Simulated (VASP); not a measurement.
Input of a VASP 6.6.1 run:

Contents of POSCAR:

```
Si2Mo
1.0
   -1.6037237961      1.6037237961      3.9122662532
    1.6037237961     -1.6037237961      3.9122662532
    1.6037237961      1.6037237961     -3.9122662532
Si Mo
2 1
Direct
    0.3355042655      0.3355042655      0.0000000000
    0.6644957345      0.6644957345      0.0000000000
    0.0000000000      0.0000000000      0.0000000000
```

INCAR.step1

```
PREC     = Accurate       # precision mode
ENCUT    = 520            # plane-wave cutoff, eV
ISMEAR   = 0              # smearing method
SIGMA    = 0.05           # smearing width, eV
LREAL    = False          # projectors in reciprocal space
LASPH    = True           # aspherical terms in the spheres
NELM     = 80             # most SCF steps
NBANDS   = 18             # bands
GGA      = PE             # functional
ALGO     = Normal         # electronic algorithm
EDIFF    = 1E-4           # SCF threshold, eV
LWAVE    = True           # write WAVECAR
LCHARG   = False          # write CHGCAR
```

INCAR.step2

```
PREC     = Accurate       # precision mode
ENCUT    = 520            # plane-wave cutoff, eV
EDIFF    = 1E-7           # SCF threshold, eV
ISMEAR   = 0              # smearing method
SIGMA    = 0.05           # smearing width, eV
LREAL    = False          # projectors in reciprocal space
LASPH    = True           # aspherical terms in the spheres
NELM     = 80             # most SCF steps
ALGO     = Normal         # electronic algorithm
ISIF     = 2              # what is computed and relaxed
LWAVE    = False          # write WAVECAR
LCHARG   = True           # write CHGCAR
METAGGA  = R2SCAN         # meta-GGA
LMIXTAU  = True         
IVDW     = 13             # dispersion correction
VDW_S6   = 1.0          
VDW_S8   = 0.6018749    
VDW_A1   = 0.51559235   
VDW_A2   = 5.77342911   
LELF     = True           # ELF
LVHAR    = True         
NBANDS   = 18             # bands
ISTART   = 1
```

KPOINTS

```
Automatic mesh
0
Gamma
  10 10 10
```

Potentials or basis: VASP PAW PBE potentials, release 64 (Si, Mo_sv).

Launch:

```console
$ cat potpaw_PBE.64/Si/POTCAR potpaw_PBE.64/Mo_sv/POTCAR > POTCAR
$ cp INCAR.step1 INCAR
$ mpirun -np 1 vasp_std > vasp.out
$ cp INCAR.step2 INCAR
$ mpirun -np 1 vasp_std > vasp.out
```

Predict the pressure.

-2.5 GPa.

Estimate the largest force.

0.003 eV/Å.

Estimate the band gap on the k mesh.

zero (band 11 reaches 12.67 eV, above the bottom of band 12 at 11.66 eV).

Forces in eV/Å, atoms in the order of the input:
```
Si   0.000  0.000  0.003
Si   0.000  0.000 -0.003
Mo   0.000  0.000  0.000
```

Caveat: the PAW data sets were made with another functional, which shifts forces and pressure a little; pairwise dispersion overbinds metals, which lowers pressure and volume.
